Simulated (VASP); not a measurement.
Wanted: the native input for a VASP 6.6.1 run.

```yaml
Task: single point
Functional: PBEsol
Potentials_or_basis: VASP PAW PBE potentials, release 64 (Mg, S)
Cutoff: 600 eV
k_mesh: 8 × 8 × 8
Occupations: gaussian, width 0.02 eV
Spin: no spin polarisation
Dipole_correction: no
Further_INCAR_settings: ALGO = Normal; EDIFF = 1e-06; NBANDS = 11
```

The structure of MgS lies in POSCAR:

```
MgS
1.0
    0.0000000000      2.8257734672      2.8257734672
    2.8257734672      0.0000000000      2.8257734672
    2.8257734672      2.8257734672      0.0000000000
Mg S
1 1
Direct
    0.0000000000      0.0000000000      0.0000000000
    0.2500000000      0.2500000000      0.2500000000
```

The input as run:

INCAR

```
PREC     = Accurate       # precision mode
ENCUT    = 600            # plane-wave cutoff, eV
EDIFF    = 1E-6           # SCF threshold, eV
ISMEAR   = 0              # smearing method
SIGMA    = 0.02           # smearing width, eV
LREAL    = False          # projectors in reciprocal space
LASPH    = True           # aspherical terms in the spheres
NELM     = 120            # most SCF steps
ALGO     = Normal         # electronic algorithm
ISIF     = 2              # what is computed and relaxed
LWAVE    = False          # write WAVECAR
LCHARG   = False          # write CHGCAR
GGA      = PS             # functional
NBANDS   = 11             # bands
GGA_COMPAT= False
```

KPOINTS

```
regular mesh
0
Gamma
  8 8 8
```

Potentials or basis: VASP PAW PBE potentials, release 64 (Mg, S).

The run is started by

```bash
$ cat potpaw_PBE.64/Mg/POTCAR potpaw_PBE.64/S/POTCAR > POTCAR
$ mpirun -np 1 vasp_std > vasp.out
```

It gave:

```
Pressure               : -0.1 GPa
Band gap on the k mesh : 3.32 eV
```

Caveat: the PAW data sets were made with another functional, which shifts forces and pressure a little.

It took 25 s on 1 thread of Intel Xeon 8259CL, with other jobs on the host, peak memory 0.18 GiB.
